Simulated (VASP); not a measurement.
# TcRu: single point with LDA

Crystal: TcRu.

```
Tc Ru
1.0
     2.62673    0.00000    0.00000
    -1.31336    2.27481    0.00000
     0.00000    0.00000    4.18494
Tc Ru
1 1
Direct
  0.00000 0.00000 0.00000
  0.33333 0.66667 0.50000
```

```json
{
  "Program": "VASP 6.6.1",
  "Task": "single point",
  "Functional": "LDA",
  "Potentials or basis": "VASP PAW LDA potentials, release 64 (Tc_pv, Ru_pv)",
  "Cutoff": "520 eV",
  "k mesh": "9 × 9 × 5",
  "Occupations": "fermi-dirac, width 0.15 eV",
  "Spin": "no spin polarisation",
  "Dipole correction": "no",
  "Further INCAR settings": "ALGO = Normal; EDIFF = 1e-06; NBANDS = 20"
}
```

```json
{
 "Pressure": "30.8 GPa"
}
```

Levels at points of the mesh, in eV from the Fermi level:
| k point | band 10 | band 11 | band 12 | band 13 | band 14 | band 15 | band 16 | band 17 | band 18 | band 19 |
| --- | --- | --- | --- | --- | --- | --- | --- | --- | --- | --- |
| (0.00, 0.00, 0.00) | -2.59 | -2.29 | -1.46 | -1.46 | -0.98 | -0.98 | 1.82 | 2.32 | 2.32 | 10.18 |

Wall time 7 s on 1 thread of Intel(R) Xeon(R) Platinum 8481C CPU @ 2.70GHz (Sapphire Rapids), on a shared host, peak memory 0.14 GiB.
